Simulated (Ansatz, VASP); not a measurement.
One calculation of Sn3Te, two programs

```
CELL_PARAMETERS angstrom
4.86562 0.00000 0.00000
0.00000 4.86562 0.00000
0.00000 0.00000 4.86562
ATOMIC_POSITIONS crystal
Te 0.00000 0.00000 0.00000
Sn 0.00000 0.50000 0.50000
Sn 0.50000 0.00000 0.50000
Sn 0.50000 0.50000 0.00000
```

Alike in both runs: functional PBEsol; k mesh 4 × 4 × 4; occupations fermi-dirac, width 0.05 eV; non-collinear spin, spin-orbit coupling.

|  | VASP | Ansatz |
| --- | --- | --- |
| version | VASP 6.6.1 | Ansatz 0.2.0 |
| potentials or method | VASP PAW PBE potentials, release 64 (Te, Sn_d), cutoff 520 eV | all-electron LAPW, relativistic spinors |
| task | single point | band structure |

|  | VASP | Ansatz | Ansatz less VASP |
| --- | --- | --- | --- |
| pressure (GPa) | -2.7 | -2.6 | +0.03 |
| net moment per atom (μB) | 0.00 | 0.00 | 0.000 |

VASP's potentials were made for PBE, not for PBEsol. Ansatz ran all-electron here, and VASP with PAW potentials.

Noted on Ansatz's run: the k mesh is thin for a metal, which can move the energy by tens of meV per atom.
